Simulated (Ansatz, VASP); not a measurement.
## AlIn2As3 in VASP and in Ansatz

```xyz
12
Lattice="6.2850 -3.6300 0.0000 6.2850 3.6300 0.0000 0.0000 0.0000 6.8400" Properties=species:S:1:pos:R:3 pbc="T T T"
Al    6.2850   -2.4198    3.4200
Al    6.2850    2.4198    0.0000
In    8.3804    1.2102    3.4200
In    4.1896   -1.2102    0.0000
In    8.3804   -1.2102    0.0000
In    4.1896    1.2102    3.4200
As    8.3804    1.2102    0.8550
As    4.1896   -1.2102    4.2750
As    6.2850   -2.4198    0.8550
As    6.2850    2.4198    4.2750
As    8.3804   -1.2102    4.2750
As    4.1896    1.2102    0.8550
```

Alike in both runs: task relaxation of cell and atoms; functional PBE; k mesh 3 × 3 × 3; occupations gaussian, width 0.2 eV; no spin polarisation.

```csv
,VASP,Ansatz
version,VASP 6.6.1,Ansatz 0.2.0
potentials or method,"VASP PAW PBE potentials, release 64 (Al, In_d, As), cutoff 500 eV","scalar-relativistic, plane waves, PAW"
valence electrons in the cell,88,148
```

|  | VASP | Ansatz | Ansatz less VASP |
| --- | --- | --- | --- |
| gap on the k mesh at the Fermi level, each at its own relaxed structure (eV) | 0.22 | 0.20 | -0.016 |
| relaxed volume (Å³/atom) | 27.35 | 27.38 | +0.034 |
| relaxed cell length with the largest relative difference (Å) | 7.359 | 7.362 | +0.0032 |

VASP's potentials hold 88 valence electrons a cell and Ansatz's 148, so a difference there can come from the potentials and not from the codes.
